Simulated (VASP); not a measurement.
Input of a VASP 6.6.1 run:

The input POSCAR:

```
AlN
1.0
    0.0616615964      1.9997753105      1.9997753105
    1.9997753105      0.0616615964      1.9997753105
    1.9997753105      1.9997753105      0.0616615964
Al N
1 1
Direct
    0.0000000000      0.0000000000      0.0000000000
    0.5000000000      0.5000000000      0.5000000000
```

The input INCAR.step1:

```
PREC = Accurate ; ENCUT = 500
EDIFF = 1E-8 ; ISMEAR = 0
SIGMA = 0.01 ; LREAL = False
LASPH = True ; NELM = 60
ALGO = Normal ; LWAVE = True
LCHARG = False ; GGA = PE
```

Contents of INCAR.step2:

```
PREC = Accurate ; ENCUT = 500
EDIFF = 1E-8 ; ISMEAR = 0
SIGMA = 0.01 ; LREAL = False
LASPH = True ; NELM = 1
ALGO = Exact ; LWAVE = True
LCHARG = False ; GGA = PE
NBANDS = 67 ; LOPTICS = True
ISTART = 1
```

File INCAR.step3:

```
PREC = Accurate ; ENCUT = 500
EDIFF = 1E-8 ; ISMEAR = 0
SIGMA = 0.01 ; LREAL = False
LASPH = True ; ALGO = EVGW0
LWAVE = False ; LCHARG = False
GGA = PE ; NELMGW = 1
NBANDS = 67 ; ENCUTGW = 150.0
NOMEGA = 96 ; PRECFOCK = Fast
ISTART = 1 ; NBANDSGW = 12
OMEGAMAX = 20
```

KPOINTS

```
regular mesh
0
Gamma
  6 6 6
```

Potentials or basis: VASP PAW PBE potentials, release 64 (Al_GW, N_GW).

Run with:

```sh
$ cat potpaw_PBE.64/Al_GW/POTCAR potpaw_PBE.64/N_GW/POTCAR > POTCAR
$ cp INCAR.step1 INCAR
$ mpirun -np 1 vasp_std > vasp.out
$ cp INCAR.step2 INCAR
$ mpirun -np 1 vasp_std > vasp.out
$ cp INCAR.step3 INCAR
$ mpirun -np 1 vasp_std > vasp.out
```

(1) Estimate the quasiparticle gap.

(2) What does it give for the least direct quasiparticle gap?

(3) Predict the least direct gap of the starting levels on the mesh.

(4) Predict the band gap of the starting levels on the mesh.

Answers

(1) 5.97 eV.

(2) 8.34 eV.

(3) 6.46 eV.

(4) 4.49 eV.

Caveat: the k points lie up to 0.47 Å⁻¹ apart; bands, screening cutoff and mesh are small and nothing is extrapolated, so the quasiparticle values aren't converged; the structure was generated, so it needn't be the stable form of AlN.
